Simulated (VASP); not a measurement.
# MgO (I4/mmm) in VASP: notebook

Runs on MgO. Level: PBE. Tasks: single point.

Everything below comes from runs of VASP 6.6.1. Logs are shortened: lines on timing, memory, paths and dates and some standing lists are left out, and cuts for length are marked.

### 1 The cell of the first run

The structure is tetragonal, space group I4/mmm (No. 139). Conventional cell: a = 3.020 Å, b = 3.020 Å, c = 4.110 Å, α = 90.00°, β = 90.00°, γ = 90.00°. Within 2.7 Å of Mg (site symmetry 4/mmm) lie 6 O at 2.06 to 2.14 Å. Within 2.7 Å of O (site symmetry 4/mmm) lie 6 Mg at 2.06 to 2.14 Å.

### 2 Single point, PBE (strain -0.0375 x Voigt [1, 0, 0, 0, 0, 0])

Input file INCAR:

```
SYSTEM = MgO
PREC     = Accurate       ! precision mode
ENCUT    = 520            ! plane-wave cutoff, eV
EDIFF    = 1E-6           ! SCF threshold, eV
ISMEAR   = 0              ! smearing method
SIGMA    = 0.05           ! smearing width, eV
LREAL    = .FALSE.        ! projectors in reciprocal space
LASPH    = .TRUE.         ! aspherical terms in the spheres
NELM     = 80             ! most SCF steps
ALGO     = Normal         ! electronic algorithm
ISIF     = 2              ! what is computed and relaxed
LWAVE    = .FALSE.        ! write WAVECAR
LCHARG   = .FALSE.        ! write CHGCAR
GGA      = PE             ! functional
NBANDS   = 11             ! bands
```

Input file KPOINTS:

```
regular mesh
0
G
  10 10 10
  0 0 0
```

Input file POSCAR:

```
MgO
1.0
    0.0000000000      2.1351500000      2.1351500000
    2.0550818750      0.0000000000      2.1351500000
    2.0550818750      2.1351500000      0.0000000000
Mg O
1 1
Direct
    0.0000000000      0.0000000000      0.0000000000
    0.5000000000      0.5000000000      0.5000000000
```

Potentials or basis: VASP PAW PBE potentials, release 64 (Mg, O).

Launch:

```sh
$ cat potpaw_PBE.64/Mg/POTCAR potpaw_PBE.64/O/POTCAR > POTCAR
$ mpirun -np 1 vasp_std > vasp.out
```

OUTCAR:

```text
SYSTEM = MgO
   PREC = Accurate
   ENCUT = 520
   EDIFF = 1E-6
   ISMEAR = 0
   LREAL = .FALSE.
   LASPH = .TRUE.
   NELM = 80
   ISIF = 2
   GGA = PE

 ion  position               nearest neighbor table
   1  0.000  0.000  0.000-   2 2.06   2 2.06   2 2.14   2 2.14   2 2.14   2 2.14
   2  0.500  0.500  0.500-   1 2.06   1 2.06   1 2.14   1 2.14   1 2.14   1 2.14

  LATTYP: Found a body centered tetragonal cell.
 ALAT       =     3.0195580877
 C/A-ratio  =     1.3611805538

  Lattice vectors:

 A1 = (  -2.0550818750,   0.0000000000,  -2.1351500000)
 A2 = (  -2.0550818750,   0.0000000000,   2.1351500000)
 A3 = (   2.0550818750,   2.1351500000,   0.0000000000)

Analysis of symmetry for initial positions (statically):
=====================================================================
 Subroutine PRICEL returns:
 Original cell was already a primitive cell.

 Routine SETGRP: Setting up the symmetry group for a
 body centered tetragonal supercell.

 Subroutine GETGRP returns: Found 16 space group operations
 (whereof 16 operations were pure point group operations)
 out of a pool of 16 trial point group operations.

The static configuration has the point symmetry D_4h.

Analysis of symmetry for dynamics (positions and initial velocities):
=====================================================================
 Subroutine PRICEL returns:
 Original cell was already a primitive cell.

 Routine SETGRP: Setting up the symmetry group for a
 body centered tetragonal supercell.

 Subroutine GETGRP returns: Found 16 space group operations
 (whereof 16 operations were pure point group operations)
 out of a pool of 16 trial point group operations.

The dynamic configuration has the point symmetry D_4h.

 Subroutine INISYM returns: Found 16 space group operations
 (whereof 16 operations are pure point group operations),
 and found     1 'primitive' translations

----------------------------------------------------------------------------------------

                                     Primitive cell

  volume of cell :      18.7377

  direct lattice vectors                    reciprocal lattice vectors
     0.000000000  2.135150000  2.135150000    -0.243299309  0.234175585  0.234175585
     2.055081875  0.000000000  2.135150000     0.243299309 -0.234175585  0.234175585
     2.055081875  2.135150000  0.000000000     0.243299309  0.234175585 -0.234175585

  length of vectors
     3.019558088  2.963482248  2.963482248     0.410939123  0.410939123  0.410939123

  position of ions in fractional coordinates (direct lattice)
     0.000000000  0.000000000  0.000000000
     0.500000000  0.500000000  0.500000000

  ion indices of the primitive-cell ions
   primitive index   ion index
                 1           1
                 2           2

----------------------------------------------------------------------------------------

 KPOINTS: regular mesh

Automatic generation of k-mesh.
 Grid dimensions read from file:
 generate k-points for:   10   10   10

 Generating k-lattice:

  Cartesian coordinates                     Fractional coordinates (reciprocal lattice)
    -0.024329931  0.023417558  0.023417558     0.100000000 -0.000000000 -0.000000000
     0.024329931 -0.023417558  0.023417558     0.000000000  0.100000000  0.000000000
     0.024329931  0.023417558 -0.023417558     0.000000000  0.000000000  0.100000000

  Length of vectors
     0.041093912  0.041093912  0.041093912

  Shift w.r.t. Gamma in fractional coordinates (k-lattice)
     0.000000000  0.000000000  0.000000000

 Subroutine IBZKPT returns following result:
 ===========================================

 Found    102 irreducible k-points:

 Following reciprocal coordinates:
            Coordinates               Weight
  0.000000  0.000000  0.000000      1.000000
  0.100000 -0.000000 -0.000000      8.000000
  0.200000 -0.000000 -0.000000      8.000000
  0.300000  0.000000  0.000000      8.000000
  0.400000 -0.000000 -0.000000      8.000000
  0.500000 -0.000000 -0.000000      4.000000
[... 16 lines left out ...]
  0.300000  0.300000  0.000000      4.000000
  0.400000  0.300000  0.000000     16.000000
 [... further k-points ...]
   k-points           NKPTS =    102   k-points in BZ     NKDIM =    102   number of bands    NBANDS=     11
   number of dos      NEDOS =    301   number of ions     NIONS =      2
   total plane-waves  NPLWV =  13824
   dimension x,y,z NGX =    24 NGY =   24 NGZ =   24
   dimension x,y,z NGXF=    48 NGYF=   48 NGZF=   48
   ions per type =               1   1
   NGX,Y,Z   is equivalent  to a cutoff of  13.21, 13.46, 13.46 a.u.
   NGXF,Y,Z  is equivalent  to a cutoff of  26.43, 26.93, 26.93 a.u.
 SYSTEM =  MgO
   PREC   = accura    normal or accurate (medium, high low for compatibility)
   ISTART =      0    job   : 0-new  1-cont  2-samecut
   ICHARG =      2    charge: 1-file 2-atom 10-const
   ISPIN  =      1    spin polarized calculation?
   LNONCOLLINEAR =      F non collinear calculations
   LSORBIT =      F    spin-orbit coupling
   LASPH  =      T    aspherical Exc in radial PAW
   ENCUT  =  520.0 eV  38.22 Ry    6.18 a.u.   5.61  5.51  5.51*2*pi/ulx,y,z
   NELM   =     80;   NELMIN=  2; NELMDL= -5     # of ELM steps
   EDIFF  = 0.1E-05   stopping-criterion for ELM
   LREAL  =      F    real-space projection
   EDIFFG = 0.1E-04   stopping-criterion for IOM
   NSW    =      0    number of steps for IOM
   IBRION =     -1    ionic relax: 0-MD 1-quasi-New 2-CG
   NFREE  =      0    steps in history (QN), initial steepest desc. (CG)
   ISIF   =      2    stress and relaxation
   ISYM   =      2    0-nonsym 1-usesym 2-fastsym
   POTIM  = 0.5000    time-step for ionic-motion
   TEBEG  =    0.0;   TEEND  =   0.0 temperature during run
   PSTRESS=    0.0 pullay stress
   NELECT =       8.0000    total number of electrons
   NUPDOWN=      -1.0000    fix difference up-down
   EMIN   =  10.00;   EMAX   =-10.00  energy-range for DOS
   EFERMI =   0.00;   METHOD = LEGACY
   ISMEAR =     0;   SIGMA  =   0.05  broadening in eV -4-tet -1-fermi 0-gaus
   EFERMI_NEDOS =   21; number of points for ismear=-14 and -15
   IALGO  =     38    algorithm
   IMIX   =      4    mixing-type and parameters
     AMIX     =   0.40;   BMIX     =  1.00
     AMIX_MAG =   1.60;   BMIX_MAG =  1.00
  volume/ion in A,a.u.               =       9.37        63.22
  Fermi-wavevector in a.u.,A,eV,Ry     =   1.232725  2.329512 20.675561  1.519611
  Thomas-Fermi vector in A             =   2.367484
   LORBIT       =      0    0 simple, 1 ext, 2 COOP (PROOUT), +10 PAW based schemes
   GGA     = PE    functional components
   LHFCALC =     F    Hartree Fock is set to
   AEXX    =    0.0000 exact exchange contribution
   IVDW    =     0    specifies the selected vdW correction
   LEPSILON=     F    determine dielectric tensor
   LRPA    =     F    only Hartree local field effects (RPA)
 non-spin polarized calculation
 Gauss-broadening in eV      SIGMA  =   0.05
  energy-cutoff  :      520.00
  volume of cell :       18.74
 maximum number of plane-waves:       531
   NGX = 11   NGY = 11   NGZ = 11

 number of electron       8.0000004 magnetization

 Free energy of the ion-electron system (eV)
  ---------------------------------------------------
  ext. energy  EPLUGINS =         0.00000000
  ---------------------------------------------------
  free energy    TOTEN  =       -11.89444241 eV

  energy without entropy =      -11.89444241  energy(sigma->0) =      -11.89444241

 E-fermi :   3.5333     XC(G=0): -11.0623

 val. band max:        3.1911806924   @ k =   0.0000   0.0000   0.0000
 cond. band min:       7.8505072285   @ k =   0.0000   0.0000   0.0000
 fundamental gap:      4.6593265361
 Fermi energy:         3.5332945202

 k-point     1 :       0.0000    0.0000    0.0000
  band No.  band energies     occupation
      1     -14.0878      2.00000
      2       3.1009      2.00000
      3       3.1912      2.00000
      4       3.1912      2.00000
      5       7.8505      0.00000
      6      18.8311      0.00000
      7      18.8311      0.00000
      8      19.2289      0.00000
      9      22.8757      0.00000
     10      24.0078      0.00000
     11      25.2830      0.00000

 k-point     2 :       0.1000   -0.0000   -0.0000
  band No.  band energies     occupation
      1     -13.9825      2.00000
      2       2.5064      2.00000
      3       3.0747      2.00000
      4       3.1162      2.00000
      5       8.4795      0.00000
      6      17.7055      0.00000
      7      19.0572      0.00000
      8      19.3446      0.00000
      9      23.3583      0.00000
     10      24.3607      0.00000
     11      24.6050      0.00000

 k-point     3 :       0.2000   -0.0000   -0.0000
  band No.  band energies     occupation
      1     -13.6931      2.00000
      2       1.1918      2.00000
      3       2.9199      2.00000
      4       2.9269      2.00000
      5       9.6762      0.00000
      6      16.1908      0.00000
      7      19.4540      0.00000
      8      19.8902      0.00000
      9      22.8246      0.00000
     10      23.5785      0.00000
     11      25.4386      0.00000

 k-point     4 :       0.3000    0.0000    0.0000
  band No.  band energies     occupation
      1     -13.3029      2.00000
      2      -0.1236      2.00000
      3       2.7054      2.00000
      4       2.7390      2.00000
      5      10.6170      0.00000
      6      15.4879      0.00000
      7      19.4237      0.00000
      8      20.1567      0.00000
      9      23.4605      0.00000
     10      23.7973      0.00000
     11      24.8673      0.00000
[... 239 lines left out ...]
 k-point    22 :      -0.2000    0.2000    0.0000
  band No.  band energies     occupation
      1     -13.1768      2.00000
      2       0.0232      2.00000
      3       1.8469      2.00000
      4       2.7249      2.00000
      5      11.5669      0.00000
      6      14.9603      0.00000
      7      18.2212      0.00000
      8      21.1894      0.00000
      9      21.7175      0.00000
     10      24.5068      0.00000
     11      27.6901      0.00000

 k-point    23 :       0.3000    0.3000    0.0000
  band No.  band energies     occupation
      1     -13.1297      2.00000
      2       0.0158      2.00000
      3       2.1670      2.00000
      4       2.3622      2.00000
      5      11.9725      0.00000
      6      13.7013      0.00000
      7      17.3585      0.00000
      8      20.9879      0.00000
      9      21.3957      0.00000
     10      27.4384      0.00000
     11      30.2979      0.00000

 k-point    24 :       0.4000    0.3000    0.0000
  band No.  band energies     occupation
      1     -12.8854      2.00000
      2      -0.4137      2.00000
      3       1.8593      2.00000
      4       2.1586      2.00000
      5      12.7154      0.00000
      6      13.4460      0.00000
      7      16.5659      0.00000
      8      21.2669      0.00000
      9      21.8153      0.00000
     10      28.0978      0.00000
     11      29.9537      0.00000

 [... further k-points ...]
[... 5 lines left out ...]
  --------------------------------------------------------------------------------------
  -------------------------------------------------------------------------------------
  Total        1.1301126      0.1264862      0.1264862     -0.0000000      0.0000000     -0.0000000
  in kB       96.6309814     10.8152807     10.8152807     -0.0000000      0.0000000     -0.0000000
  external PRESSURE =      39.4205143 kB  Pullay stress =       0.0000000 kB

 VOLUME and BASIS-vectors are now :
 -----------------------------------------------------------------------------
  energy-cutoff  :      520.00
  volume of cell :       18.74
      direct lattice vectors                 reciprocal lattice vectors
     0.000000000  2.135150000  2.135150000    -0.243299309  0.234175585  0.234175585
     2.055081875  0.000000000  2.135150000     0.243299309 -0.234175585  0.234175585
     2.055081875  2.135150000  0.000000000     0.243299309  0.234175585 -0.234175585

 POSITION                                       TOTAL-FORCE (eV/Angst)
 -----------------------------------------------------------------------------------
      0.00000      0.00000      0.00000         0.000000     -0.000000     -0.000000
      2.05508      2.13515      2.13515        -0.000000      0.000000      0.000000
 -----------------------------------------------------------------------------------
    total drift:                               -0.000000     -0.000000      0.000000

  FREE ENERGIE OF THE ION-ELECTRON SYSTEM (eV)
  ---------------------------------------------------
  free  energy   TOTEN  =       -11.8944424111 eV

  energy  without entropy=      -11.8944424111  energy(sigma->0) =      -11.89444241
```

Wall time 11 s (1 thread of Intel Xeon Platinum 8375C at 2.90GHz (Ice Lake), shared host); peak memory 0.15 GiB.

What came out:

```yaml
Free_energy: -11.8944 eV
Pressure: 3.9 GPa
Band_gap_on_the_k_mesh: 4.66 eV, direct
```

Stress tensor (GPa, compression positive):
```
9.66 0.00 0.00
0.00 1.08 0.00
0.00 0.00 1.08
```

Caveat: the cell differs from its parent crystal (strain -0.0375 x Voigt [1, 0, 0, 0, 0, 0]).

### 3 Single point, PBE (strain +0.0375 x Voigt [1, 0, 0, 0, 0, 0])

Input file INCAR:

```
SYSTEM = MgO
ALGO     = Normal         ! electronic algorithm
EDIFF    = 1E-6           ! SCF threshold, eV
ENCUT    = 520            ! plane-wave cutoff, eV
GGA      = PE             ! functional
ISIF     = 2              ! what is computed and relaxed
ISMEAR   = 0              ! smearing method
LASPH    = .TRUE.         ! aspherical terms in the spheres
LCHARG   = .TRUE.         ! write CHGCAR
LELF     = .TRUE.         ! ELF
LREAL    = .FALSE.        ! projectors in reciprocal space
LVHAR    = .TRUE.       
LWAVE    = .FALSE.        ! write WAVECAR
NBANDS   = 11             ! bands
NELM     = 80             ! most SCF steps
PREC     = Accurate       ! precision mode
SIGMA    = 0.05           ! smearing width, eV
```

Input file KPOINTS:

```
k-points
0
G
  10 10 10
  0 0 0
```

Input file POSCAR:

```
MgO
1.0
    0.0000000000      2.1351500000      2.1351500000
    2.2152181250      0.0000000000      2.1351500000
    2.2152181250      2.1351500000      0.0000000000
Mg O
1 1
Direct
    0.0000000000      0.0000000000      0.0000000000
    0.5000000000      0.5000000000      0.5000000000
```

Potentials or basis: VASP PAW PBE potentials, release 64 (Mg, O).

Launch:

```sh
$ cat potpaw_PBE.64/Mg/POTCAR potpaw_PBE.64/O/POTCAR > POTCAR
$ mpirun -np 1 vasp_std > vasp.out
```

Wall time 11 s (1 thread of Intel Xeon Platinum 8375C at 2.90GHz (Ice Lake), shared host); peak memory 0.15 GiB.

The run converged. Its results:

* Free energy: -11.8812 eV
* Pressure: -6.9 GPa
* Band gap on the k mesh: 3.95 eV, direct

Stress tensor (GPa, compression positive):
```
-9.89  0.00  0.00
 0.00 -5.46  0.00
 0.00  0.00 -5.46
```

Levels at points of the mesh, in eV from the valence-band top:
```tsv
k point	band 1	band 2	band 3	band 4	band 5	band 6	band 7	band 8	band 9
(0.00, 0.00, 0.00)	-16.94	-0.08	-0.08	0.00	3.95	15.07	15.44	15.44	19.04
(0.50, 0.00, 0.00)	-15.84	-4.34	-0.66	-0.59	7.35	11.67	15.12	15.87	19.69
(0.50, 0.50, 0.00)	-15.58	-3.79	-1.46	-1.22	8.86	9.09	12.40	17.29	17.97
(0.00, 0.50, 0.50)	-15.67	-3.89	-1.20	-1.20	9.13	9.21	11.92	18.06	18.06
```

Caveat: the cell differs from its parent crystal (strain +0.0375 x Voigt [1, 0, 0, 0, 0, 0]).

### 4 Single point, PBE (strain +0.0750 x Voigt [1, 0, 0, 0, 0, 0])

Input file INCAR:

```
PREC     = Accurate       # precision mode
ENCUT    = 520            # plane-wave cutoff, eV
EDIFF    = 1E-7           # SCF threshold, eV
ISMEAR   = 0              # smearing method
SIGMA    = 0.05           # smearing width, eV
LREAL    = False          # projectors in reciprocal space
LASPH    = True           # aspherical terms in the spheres
NELM     = 80             # most SCF steps
ALGO     = Normal         # electronic algorithm
ISIF     = 2              # what is computed and relaxed
LWAVE    = False          # write WAVECAR
LCHARG   = False          # write CHGCAR
GGA      = PE             # functional
NBANDS   = 11             # bands
```

Input file KPOINTS:

```
Automatic mesh
0
Gamma
  10 10 10
```

Input file POSCAR:

```
MgO
1.0
    0.0000000000      2.1351500000      2.1351500000
    2.2952862500      0.0000000000      2.1351500000
    2.2952862500      2.1351500000      0.0000000000
Mg O
1 1
Direct
    0.0000000000      0.0000000000      0.0000000000
    0.5000000000      0.5000000000      0.5000000000
```

Launch:

```sh
$ cat potpaw_PBE.64/Mg/POTCAR potpaw_PBE.64/O/POTCAR > POTCAR
$ mpirun -np 1 vasp_std > vasp.out
```

It took 12 s on 1 thread of Intel Xeon Platinum 8375C at 2.90GHz (Ice Lake), shared host; peak memory 0.15 GiB.

Results (log left out):

| Property | Result |
| --- | --- |
| Free energy | -11.8263 eV |
| Pressure | -10.1 GPa |
| Band gap on the k mesh | 3.59 eV, direct |

Stress tensor (GPa, compression positive):
```
-14.17   0.00   0.00
  0.00  -7.99   0.00
  0.00   0.00  -7.99
```

Levels at points of the mesh, in eV from the valence-band top:
| k point | band 1 | band 2 | band 3 | band 4 | band 5 | band 6 | band 7 | band 8 | band 9 |
| --- | --- | --- | --- | --- | --- | --- | --- | --- | --- |
| (0.00, 0.00, 0.00) | -16.82 | -0.15 | -0.15 | 0.00 | 3.59 | 14.65 | 15.36 | 15.36 | 18.76 |
| (0.50, 0.00, 0.00) | -15.80 | -4.24 | -0.70 | -0.57 | 7.09 | 11.22 | 14.47 | 15.87 | 19.13 |
| (0.50, 0.50, 0.00) | -15.53 | -3.67 | -1.60 | -1.14 | 8.70 | 8.72 | 12.16 | 16.34 | 17.62 |
| (0.00, 0.50, 0.50) | -15.71 | -3.84 | -1.12 | -1.12 | 8.78 | 9.36 | 11.24 | 17.81 | 17.81 |

Caveat: the cell differs from its parent crystal (strain +0.0750 x Voigt [1, 0, 0, 0, 0, 0]).

### 5 Summary

| cell | gap on the mesh (eV) | pressure (GPa) |
| --- | --- | --- |
| a = 3.020, b = 2.963, c = 2.963 Å, angles 61.3, 59.4, 59.4°, 2 atoms | 4.66 | 3.9 |
| a = 3.020, b = 3.077, c = 3.077 Å, angles 58.8, 60.6, 60.6°, 2 atoms | 3.95 | -6.9 |
| a = 3.020, b = 3.135, c = 3.135 Å, angles 57.6, 61.2, 61.2°, 2 atoms | 3.59 | -10.1 |

Alike in all rows: task single point; level PBE; potentials or basis VASP PAW PBE potentials, release 64 (Mg, O); no spin polarisation; k mesh 10 × 10 × 10; cutoff (eV) 520; smearing gaussian 0.05 eV.

Absolute energies hang on the potentials; compare differences alone.
